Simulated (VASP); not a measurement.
# N (Fm-3m) in VASP: a series of runs

Runs on N. Level: r2SCAN. Tasks: single point.

Program: VASP 6.6.1. These are calculated values, not measurements. Logs are shortened: lines on timing, memory, paths and dates and some standing lists are left out, and cuts for length are marked.

### 1 The cell of the first run

Symmetry: Fm-3m, No. 225, cubic system. The conventional cell has a = 3.188 Å, b = 3.188 Å, c = 3.188 Å, α = 90.00°, β = 90.00°, γ = 90.00°. Within 3.0 Å of N (site symmetry m-3m) lie 12 N at 2.25 Å.

### 2 Single point, r2SCAN

File POSCAR:

```
N
1.0
    0.0000000000      1.5941866354      1.5941866354
    1.5941866354      0.0000000000      1.5941866354
    1.5941866354      1.5941866354      0.0000000000
N
1
Direct
    0.0000000000      0.0000000000      0.0000000000
```

File INCAR.step1:

```
ALGO = Normal
EDIFF = 1E-4
ENCUT = 520
GGA = PE
ISMEAR = 0
LASPH = True
LCHARG = False
LREAL = False
LWAVE = True
NBANDS = 8
NELM = 100
PREC = Accurate
SIGMA = 0.15
```

File INCAR.step2:

```
ALGO = Normal
EDIFF = 1E-7
ENCUT = 520
ISIF = 2
ISMEAR = 0
ISTART = 1
LASPH = True
LCHARG = True
LELF = True
LMIXTAU = True
LREAL = False
LVHAR = True
LWAVE = False
METAGGA = R2SCAN
NBANDS = 8
NELM = 100
PREC = Accurate
SIGMA = 0.15
```

File KPOINTS:

```
k-points
0
Gamma
  13 13 13
```

Potentials or basis: VASP PAW PBE potentials, release 64 (N).

Started as:

```bash
$ cat potpaw_PBE.64/N/POTCAR > POTCAR
$ cp INCAR.step1 INCAR
$ mpirun -np 1 vasp_std > vasp.out
$ cp INCAR.step2 INCAR
$ mpirun -np 1 vasp_std > vasp.out
```

OUTCAR:

```text
EDIFF = 1E-7
   ENCUT = 520
   ISIF = 2
   ISMEAR = 0
   ISTART = 1
   LASPH = True
   LREAL = False
   METAGGA = R2SCAN
   NELM = 100
   PREC = Accurate

 ion  position               nearest neighbor table
   1  0.000  0.000  0.000-

  LATTYP: Found a face centered cubic cell.
 ALAT       =     3.1883732708

  Lattice vectors:

 A1 = (   0.0000000000,   1.5941866354,   1.5941866354)
 A2 = (   1.5941866354,   0.0000000000,   1.5941866354)
 A3 = (   1.5941866354,   1.5941866354,   0.0000000000)

Analysis of symmetry for initial positions (statically):
=====================================================================
 Subroutine PRICEL returns:
 Original cell was already a primitive cell.

 Routine SETGRP: Setting up the symmetry group for a
 face centered cubic supercell.

 Subroutine GETGRP returns: Found 48 space group operations
 (whereof 48 operations were pure point group operations)
 out of a pool of 48 trial point group operations.

The static configuration has the point symmetry O_h .

Analysis of symmetry for dynamics (positions and initial velocities):
=====================================================================
 Subroutine PRICEL returns:
 Original cell was already a primitive cell.

 Routine SETGRP: Setting up the symmetry group for a
 face centered cubic supercell.

 Subroutine GETGRP returns: Found 48 space group operations
 (whereof 48 operations were pure point group operations)
 out of a pool of 48 trial point group operations.

The dynamic configuration has the point symmetry O_h .

 Subroutine INISYM returns: Found 48 space group operations
 (whereof 48 operations are pure point group operations),
 and found     1 'primitive' translations

----------------------------------------------------------------------------------------

                                     Primitive cell

  volume of cell :       8.1030

  direct lattice vectors                    reciprocal lattice vectors
     0.000000000  1.594186635  1.594186635    -0.313639563  0.313639563  0.313639563
     1.594186635  0.000000000  1.594186635     0.313639563 -0.313639563  0.313639563
     1.594186635  1.594186635  0.000000000     0.313639563  0.313639563 -0.313639563

  length of vectors
     2.254520361  2.254520361  2.254520361     0.543239659  0.543239659  0.543239659

  position of ions in fractional coordinates (direct lattice)
     0.000000000  0.000000000  0.000000000

  ion indices of the primitive-cell ions
   primitive index   ion index
                 1           1

----------------------------------------------------------------------------------------

 KPOINTS: k-points

Automatic generation of k-mesh.
 Grid dimensions read from file:
 generate k-points for:   13   13   13

 Generating k-lattice:

  Cartesian coordinates                     Fractional coordinates (reciprocal lattice)
    -0.024126120  0.024126120  0.024126120     0.076923077  0.000000000  0.000000000
     0.024126120 -0.024126120  0.024126120     0.000000000  0.076923077  0.000000000
     0.024126120  0.024126120 -0.024126120     0.000000000  0.000000000  0.076923077

  Length of vectors
     0.041787666  0.041787666  0.041787666

  Shift w.r.t. Gamma in fractional coordinates (k-lattice)
     0.000000000  0.000000000  0.000000000

 Subroutine IBZKPT returns following result:
 ===========================================

 Found     84 irreducible k-points:

 Following reciprocal coordinates:
            Coordinates               Weight
  0.000000  0.000000  0.000000      1.000000
  0.076923  0.000000  0.000000      8.000000
  0.153846  0.000000  0.000000      8.000000
  0.230769  0.000000  0.000000      8.000000
  0.307692  0.000000  0.000000      8.000000
  0.384615  0.000000  0.000000      8.000000
[... 16 lines left out ...]
  0.384615  0.153846  0.000000     24.000000
  0.461538  0.153846  0.000000     24.000000
 [... further k-points ...]
   k-points           NKPTS =     84   k-points in BZ     NKDIM =     84   number of bands    NBANDS=      8
   number of dos      NEDOS =    301   number of ions     NIONS =      1
   total plane-waves  NPLWV =   5832
   dimension x,y,z NGX =    18 NGY =   18 NGZ =   18
   dimension x,y,z NGXF=    36 NGYF=   36 NGZF=   36
   ions per type =               1
   NGX,Y,Z   is equivalent  to a cutoff of  13.27, 13.27, 13.27 a.u.
   NGXF,Y,Z  is equivalent  to a cutoff of  26.55, 26.55, 26.55 a.u.
 SYSTEM =  unknown system
   PREC   = accura    normal or accurate (medium, high low for compatibility)
   ISTART =      1    job   : 0-new  1-cont  2-samecut
   ICHARG =      0    charge: 1-file 2-atom 10-const
   ISPIN  =      1    spin polarized calculation?
   LNONCOLLINEAR =      F non collinear calculations
   LSORBIT =      F    spin-orbit coupling
   LASPH  =      T    aspherical Exc in radial PAW
   ENCUT  =  520.0 eV  38.22 Ry    6.18 a.u.   4.19  4.19  4.19*2*pi/ulx,y,z
   NELM   =    100;   NELMIN=  2; NELMDL=  0     # of ELM steps
   EDIFF  = 0.1E-06   stopping-criterion for ELM
   LREAL  =      F    real-space projection
   EDIFFG = 0.1E-05   stopping-criterion for IOM
   NSW    =      0    number of steps for IOM
   IBRION =     -1    ionic relax: 0-MD 1-quasi-New 2-CG
   NFREE  =      0    steps in history (QN), initial steepest desc. (CG)
   ISIF   =      2    stress and relaxation
   ISYM   =      2    0-nonsym 1-usesym 2-fastsym
   POTIM  = 0.5000    time-step for ionic-motion
   TEBEG  =    0.0;   TEEND  =   0.0 temperature during run
   PSTRESS=    0.0 pullay stress
   NELECT =       5.0000    total number of electrons
   NUPDOWN=      -1.0000    fix difference up-down
   EMIN   =  10.00;   EMAX   =-10.00  energy-range for DOS
   EFERMI =   0.00;   METHOD = LEGACY
   ISMEAR =     0;   SIGMA  =   0.15  broadening in eV -4-tet -1-fermi 0-gaus
   EFERMI_NEDOS =   21; number of points for ismear=-14 and -15
   IALGO  =     38    algorithm
   IMIX   =      4    mixing-type and parameters
     AMIX     =   0.40;   BMIX     =  1.00
     AMIX_MAG =   1.60;   BMIX_MAG =  1.00
  volume/ion in A,a.u.               =       8.10        54.68
  Fermi-wavevector in a.u.,A,eV,Ry     =   1.393742  2.633790 26.429539  1.942516
  Thomas-Fermi vector in A             =   2.517358
   LORBIT       =      0    0 simple, 1 ext, 2 COOP (PROOUT), +10 PAW based schemes
   METAGGA = R2SCAN    functional components
   LHFCALC =     F    Hartree Fock is set to
   AEXX    =    0.0000 exact exchange contribution
   IVDW    =     0    specifies the selected vdW correction
   LEPSILON=     F    determine dielectric tensor
   LRPA    =     F    only Hartree local field effects (RPA)
 non-spin polarized calculation
 Gauss-broadening in eV      SIGMA  =   0.15
  energy-cutoff  :      520.00
  volume of cell :        8.10
 maximum number of plane-waves:       229
 NGX is ok and might be reduce to    18
   NGX =  9   NGY =  9   NGZ =  9

 number of electron       5.0000000 magnetization

 Free energy of the ion-electron system (eV)
  ---------------------------------------------------
  ext. energy  EPLUGINS =         0.00000000
  ---------------------------------------------------
  free energy    TOTEN  =        -4.34590688 eV

  energy without entropy =       -4.33580138  energy(sigma->0) =       -4.34085413

 E-fermi :   4.3315     XC(G=0): -13.0229

 val. band max:        4.3088065202   @ k =  -0.3846   0.3846   0.1538
 cond. band min:       4.3354806801   @ k =   0.4615   0.2308   0.0000
 fundamental gap:      0.0266741600
 Fermi energy:         4.3314691065

 k-point     1 :       0.0000    0.0000    0.0000
  band No.  band energies     occupation
      1     -15.9453      2.00000
      2       8.2845      0.00000
      3       8.2845      0.00000
      4       8.2845      0.00000
      5      27.5243      0.00000
      6      36.6280      0.00000
      7      36.6280      0.00000
      8      36.6280      0.00000

 k-point     2 :       0.0769    0.0000    0.0000
  band No.  band energies     occupation
      1     -15.7366      2.00000
      2       7.7088      0.00000
      3       8.2108      0.00000
      4       8.2108      0.00000
      5      27.7533      0.00000
      6      34.7868      0.00000
      7      36.8872      0.00000
      8      36.8872      0.00000

 k-point     3 :       0.1538    0.0000    0.0000
  band No.  band energies     occupation
      1     -15.1176      2.00000
      2       6.1172      0.00000
      3       8.0103      0.00000
      4       8.0103      0.00000
      5      28.2599      0.00000
      6      32.4101      0.00000
      7      37.3150      0.00000
      8      37.3150      0.00000

 k-point     4 :       0.2308    0.0000    0.0000
  band No.  band energies     occupation
      1     -14.1102      2.00000
      2       3.8350      2.00000
      3       7.7424      0.00000
      4       7.7424      0.00000
      5      28.4123      0.00000
      6      31.1575      0.00000
      7      36.9566      0.00000
      8      36.9566      0.00000

 k-point     5 :       0.3077    0.0000    0.0000
  band No.  band energies     occupation
      1     -12.7684      2.00000
      2       1.2415      2.00000
      3       7.4743      0.00000
      4       7.4743      0.00000
      5      27.7966      0.00000
      6      31.2070      0.00000
      7      35.8629      0.00000
      8      35.8629      0.00000
[... 177 lines left out ...]
 k-point    22 :       0.3077    0.1538    0.0000
  band No.  band energies     occupation
      1     -12.9942      2.00000
      2       3.1034      2.00000
      3       6.6097      0.00000
      4       6.7192      0.00000
      5      27.5534      0.00000
      6      29.1146      0.00000
      7      34.1959      0.00000
      8      38.5039      0.00000

 k-point    23 :       0.3846    0.1538    0.0000
  band No.  band energies     occupation
      1     -11.5981      2.00000
      2       0.7484      2.00000
      3       6.1941      0.00000
      4       6.4296      0.00000
      5      27.0382      0.00000
      6      29.0104      0.00000
      7      33.7662      0.00000
      8      37.6452      0.00000

 k-point    24 :       0.4615    0.1538    0.0000
  band No.  band energies     occupation
      1     -10.1224      2.00000
      2      -1.4263      2.00000
      3       5.6599      0.00000
      4       6.4215      0.00000
      5      26.8668      0.00000
      6      28.8087      0.00000
      7      33.9832      0.00000
      8      36.7274      0.00000

 [... further k-points ...]
[... 5 lines left out ...]
  --------------------------------------------------------------------------------------
  -------------------------------------------------------------------------------------
  Total       -0.6031283     -0.6031283     -0.6031283     -0.0000000      0.0000000      0.0000000
  in kB     -119.2539670   -119.2539670   -119.2539670     -0.0000000      0.0000000      0.0000000
  external PRESSURE =    -119.2539670 kB  Pullay stress =       0.0000000 kB

 VOLUME and BASIS-vectors are now :
 -----------------------------------------------------------------------------
  energy-cutoff  :      520.00
  volume of cell :        8.10
      direct lattice vectors                 reciprocal lattice vectors
     0.000000000  1.594186635  1.594186635    -0.313639563  0.313639563  0.313639563
     1.594186635  0.000000000  1.594186635     0.313639563 -0.313639563  0.313639563
     1.594186635  1.594186635  0.000000000     0.313639563  0.313639563 -0.313639563

 POSITION                                       TOTAL-FORCE (eV/Angst)
 -----------------------------------------------------------------------------------
      0.00000      0.00000      0.00000         0.000000      0.000000      0.000000
 -----------------------------------------------------------------------------------
    total drift:                                0.000000     -0.000000      0.000000

  FREE ENERGIE OF THE ION-ELECTRON SYSTEM (eV)
  ---------------------------------------------------
  free  energy   TOTEN  =        -4.3459068806 eV

  energy  without entropy=       -4.3358013759  energy(sigma->0) =       -4.34085413
```

Run time: 23 s. Hardware: 1 thread of Intel Xeon Platinum 8488C (Sapphire Rapids), shared host; peak memory 0.11 GiB.

Results:

| Quantity | Value |
| --- | --- |
| Free energy | -4.3459 eV |
| Pressure | -11.9 GPa |

Levels at points of the mesh, in eV from the Fermi level:
| k point | band 1 | band 2 | band 3 | band 4 | band 5 | band 6 | band 7 |
| --- | --- | --- | --- | --- | --- | --- | --- |
| (0.00, 0.00, 0.00) | -20.28 | 3.95 | 3.95 | 3.95 | 23.19 | 32.30 | 32.30 |

Caveat: the PAW data sets were made with another functional, which shifts forces and pressure a little.

### 3 Single point, r2SCAN

This run uses another cell than the first one, of 8.40 Å³/atom, 1.037 times its volume.

File POSCAR:

```
N
1.0
    0.0000000000      1.6136298521      1.6136298521
    1.6136298521      0.0000000000      1.6136298521
    1.6136298521      1.6136298521      0.0000000000
N
1
Direct
    0.0000000000      0.0000000000      0.0000000000
```

File INCAR.step1:

```
ALGO = Normal ; EDIFF = 1E-4
ENCUT = 520 ; GGA = PE
ISMEAR = 0 ; LASPH = T
LCHARG = F ; LREAL = F
LWAVE = T ; NBANDS = 8
NELM = 80 ; PREC = Accurate
SIGMA = 0.15
```

File INCAR.step2:

```
ALGO = Normal ; EDIFF = 1E-7
ENCUT = 520 ; ISIF = 2
ISMEAR = 0 ; ISTART = 1
LASPH = T ; LCHARG = T
LELF = T ; LMIXTAU = T
LREAL = F ; LVHAR = T
LWAVE = F ; METAGGA = R2SCAN
NBANDS = 8 ; NELM = 80
PREC = Accurate ; SIGMA = 0.15
```

KPOINTS is that of step 2.

Potentials or basis: VASP PAW PBE potentials, release 64 (N).

Started as:

```bash
$ cat potpaw_PBE.64/N/POTCAR > POTCAR
$ cp INCAR.step1 INCAR
$ mpirun -np 1 vasp_std > vasp.out
$ cp INCAR.step2 INCAR
$ mpirun -np 1 vasp_std > vasp.out
```

It took 22 s on 1 thread of Intel Xeon Platinum 8488C (Sapphire Rapids), shared host; peak memory 0.11 GiB.

The run converged. Its results:

```yaml
Free_energy: -4.3194 eV
Pressure: -16.8 GPa
```

Levels at points of the mesh, in eV from the Fermi level:
| k point | band 1 | band 2 | band 3 | band 4 | band 5 | band 6 |
| --- | --- | --- | --- | --- | --- | --- |
| (0.00, 0.00, 0.00) | -19.86 | 3.76 | 3.76 | 3.76 | 22.34 | 31.84 |

Caveat: the PAW data sets were made with another functional, which shifts forces and pressure a little.
